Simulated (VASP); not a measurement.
Here is a VASP 6.6.1 calculation.

Contents of POSCAR:

```
K
1.0
    4.3104394900      0.0000000000      0.0000000000
    0.0000000000      4.3104394900      0.0000000000
    0.0000000000      0.0000000000      4.3104394900
K
1
Direct
    0.0000000000      0.0000000000      0.0000000000
```

INCAR.step1

```
PREC = Accurate ; ENCUT = 520
ISMEAR = 0 ; SIGMA = 0.1
LREAL = F ; LASPH = T
NELM = 80 ; NBANDS = 10
GGA = PE ; ALGO = Normal
EDIFF = 1E-4 ; LWAVE = T
LCHARG = F
```

The input INCAR.step2:

```
PREC = Accurate ; ENCUT = 520
EDIFF = 1E-6 ; ISMEAR = 0
SIGMA = 0.1 ; LREAL = F
LASPH = T ; NELM = 80
ALGO = Normal ; ISIF = 2
LWAVE = F ; LCHARG = T
METAGGA = R2SCAN ; LMIXTAU = T
LELF = T ; LVHAR = T
NBANDS = 10 ; ISTART = 1
```

File KPOINTS:

```
Automatic mesh
0
Gamma
  9 9 9
```

Potentials or basis: VASP PAW PBE potentials, release 64 (K_sv).

Launch:

```bash
$ cat potpaw_PBE.64/K_sv/POTCAR > POTCAR
$ cp INCAR.step1 INCAR
$ mpirun -np 1 vasp_std > vasp.out
$ cp INCAR.step2 INCAR
$ mpirun -np 1 vasp_std > vasp.out
```

Task: What does it give for the band gap on the k mesh?

Result: Zero (an odd number of electrons rules out a gap without spin polarisation).

Task: Predict the pressure.

Result: 0.0 GPa.

Caveat: the PAW data sets were made with another functional, which shifts forces and pressure a little.
